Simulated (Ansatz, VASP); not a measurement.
## One calculation of Cd, two programs

```
CELL_PARAMETERS angstrom
3.09307 0.00000 0.00000
-1.54653 2.67868 0.00000
0.00000 0.00000 10.43074
ATOMIC_POSITIONS crystal
Cd 0.66667 0.33333 0.75000
Cd 0.00000 0.00000 0.50000
Cd 0.33333 0.66667 0.25000
Cd 0.00000 0.00000 0.00000
```

Alike in both runs: functional PBEsol; k mesh 6 × 6 × 2; occupations fermi-dirac, width 0.05 eV; no spin polarisation.

|  | VASP | Ansatz |
| --- | --- | --- |
| version | VASP 6.6.1 | Ansatz 0.2.0 |
| potentials or method | VASP PAW PBE potentials, release 64 (Cd) | Ansatz PAW |
| plane-wave cutoff (eV) | 520 | 420 |
| valence electrons in the cell | 48 | 80 |
| task | single point | projected density of states |

VASP gave:

* gap on the k mesh at the Fermi level (eV): none
* pressure (GPa): -1.0
* traceless stress, the component that is largest in VASP (GPa): 3.39

Problem. What did Ansatz give for the same quantities?

Solution. gap on the k mesh at the Fermi level (eV): none; pressure (GPa): -1.3; traceless stress, the component that is largest in VASP (GPa): 3.48.

VASP's potentials were made for PBE, not for PBEsol. A gap of «none» marks a metal or a gap that the smearing closes. VASP's potentials hold 48 valence electrons a cell and Ansatz's 80, so a difference there can come from the potentials and not from the codes.

The k mesh is coarse, so the values compare programs but aren't converged.
